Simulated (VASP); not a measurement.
Sc: density of states with PBE

Crystal: Sc.

```
Sc
1.0
    -2.43080    0.04753    2.34216
     2.23036   -4.42194    2.04666
     2.34041    4.62704    2.34683
Sc
4
Direct
  0.02642 0.00600 0.03439
  0.01108 0.49650 0.49310
  0.55356 0.95618 0.52593
  0.47089 0.51547 0.97346
```

```json
{"Program": "VASP 6.6.1", "Task": "density of states", "Functional": "PBE", "Potentials or basis": "VASP PAW PBE potentials, release 64 (Sc_sv)", "Cutoff": "520 eV", "k mesh": "5 × 4 × 4, shifted", "Occupations": "gaussian, width 0.016 eV", "Spin": "no spin polarisation", "Dipole correction": "no", "k mesh for the DOS": "8 × 6 × 6", "Occupations for the DOS": "tetrahedron", "Further INCAR settings": "ALGO = Normal; EDIFF = 1e-07; NBANDS = 30"}
```

```
Valence electrons inside the program's atomic spheres : Sc 9.42, 9.45, 9.41, 9.40
```

Levels at points of the mesh, in eV from the Fermi level:
```
           k point  band 19  band 20  band 21  band 22  band 23  band 24  band 25  band 26
(0.00, 0.00, 0.00)    -1.60    -1.47    -0.74     0.22     0.82     1.01     1.22     1.27
(0.50, 0.00, 0.00)    -0.71    -0.63    -0.15     0.02     0.11     0.31     0.39     0.60
(0.00, 0.50, 0.00)    -1.43    -1.06    -0.51     0.16     0.31     0.58     1.13     1.50
(0.50, 0.50, 0.00)    -1.14    -1.12    -0.58    -0.37    -0.35    -0.06     0.51     0.70
(0.00, 0.00, 0.50)    -1.26    -0.98    -0.42     0.00     0.48     0.66     0.98     1.21
(0.50, 0.00, 0.50)    -1.31    -1.05    -0.53    -0.11    -0.09     0.15     0.47     0.69
(0.00, 0.50, 0.50)    -1.71    -1.60     0.06     0.17     0.41     0.62     0.67     0.78
(0.50, 0.50, 0.50)    -1.57    -1.46    -0.68    -0.42     0.05     0.25     1.07     1.38
```

Wall time 5.5 min on 1 thread of Intel(R) Xeon(R) Platinum 8488C (Sapphire Rapids), with other jobs on the host, peak memory 0.42 GiB.

Caveat: the k points lie up to 0.37 Å⁻¹ apart.
